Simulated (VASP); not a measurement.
## S: single point with PBE

Crystal: S.

```
S
1.0
     0.00000    2.77868    2.77868
     2.77868    0.00000    2.77868
     2.77868    2.77868    0.00000
S
2
Direct
  0.50000 0.50000 0.50000
  0.75000 0.75000 0.75000
```

This cell differs from its parent crystal: Se replaced by S, lengths x 0.925, strained.

```
Program                : VASP 6.6.1
Task                   : single point
Functional             : PBE
Potentials or basis    : VASP PAW PBE potentials, release 64 (S)
Cutoff                 : 500 eV
k mesh                 : 6 × 6 × 6
Occupations            : gaussian, width 0.1 eV
Spin                   : no spin polarisation
Dipole correction      : no
Further INCAR settings : ALGO = Normal; EDIFF = 1e-06; NBANDS = 13
```

| Property | Result |
| --- | --- |
| Pressure | 6.1 GPa |
| Band gap on the k mesh | zero (band 6 reaches 5.02 eV, above the bottom of band 7 at 3.64 eV) |

Levels at points of the mesh, in eV from the Fermi level:
```tsv
k point	band 3	band 4	band 5	band 6	band 7	band 8	band 9	band 10
(0.00, 0.00, 0.00)	-4.29	-4.29	-4.29	-1.10	-1.10	-1.10	5.72	7.62
(0.50, 0.00, 0.00)	-5.16	-5.16	-4.49	0.20	0.20	2.60	7.62	8.33
(0.50, 0.50, 0.00)	-6.15	-6.15	-2.17	-2.17	2.81	2.81	6.98	6.98
```

Run time: 4.4 s on 1 thread of Intel(R) Xeon(R) 6975P-C (Granite Rapids) (shared host), peak memory 0.15 GiB.

Caveat: the cell differs from its parent crystal (Se replaced by S, lengths x 0.925, strained).
